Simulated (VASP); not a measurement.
Wanted: the native input for a VASP 6.6.1 run.

```yaml
Task: single point
Functional: PBE
Potentials_or_basis: VASP PAW PBE potentials, release 64 (Sc_sv, Si)
Cutoff: 520 eV
k_mesh: 4 × 4 × 4
Occupations: gaussian, width 0.1 eV
Spin: no spin polarisation
Dipole_correction: no
Further_INCAR_settings: ALGO = Normal; EDIFF = 1e-07; NBANDS = 28
```

The structure of ScSi2 lies in POSCAR:

```
ScSi2
1.0
    0.0000000000      3.6661921200      3.6661921200
    3.6661921200      0.0000000000      3.6661921200
    3.6661921200      3.6661921200      0.0000000000
Sc Si
2 4
Direct
    0.5000000000      0.5000000000      0.5000000000
    0.7500000000      0.7500000000      0.7500000000
    0.1250000000      0.1250000000      0.6250000000
    0.1250000000      0.1250000000      0.1250000000
    0.1250000000      0.6250000000      0.1250000000
    0.6250000000      0.1250000000      0.1250000000
```

The input as run:

INCAR

```
SYSTEM = ScSi2
  ALGO = Normal
  EDIFF = 1E-7
  ENCUT = 520
  GGA = PE
  ISIF = 2
  ISMEAR = 0
  LASPH = .True.
  LCHARG = .False.
  LREAL = .False.
  LWAVE = .False.
  NBANDS = 28
  NELM = 60
  PREC = Accurate
  SIGMA = 0.1
```

KPOINTS

```
k-points
0
Gamma
  4 4 4
  0 0 0
```

Potentials or basis: VASP PAW PBE potentials, release 64 (Sc_sv, Si).

Run with:

```bash
$ cat potpaw_PBE.64/Sc_sv/POTCAR potpaw_PBE.64/Si/POTCAR > POTCAR
$ mpirun -np 1 vasp_std > vasp.out
```

Results of the run:

```yaml
Pressure: -5.2 GPa
Band_gap_on_the_k_mesh: zero (band 19 reaches 9.00 eV, above the bottom of band 20 at 7.55 eV)
```

Caveat: the k points lie up to 0.37 Å⁻¹ apart.

Wall time 28 s on 1 thread of Intel(R) Xeon(R) Platinum 8488C (Sapphire Rapids), on a shared host, peak memory 0.23 GiB.
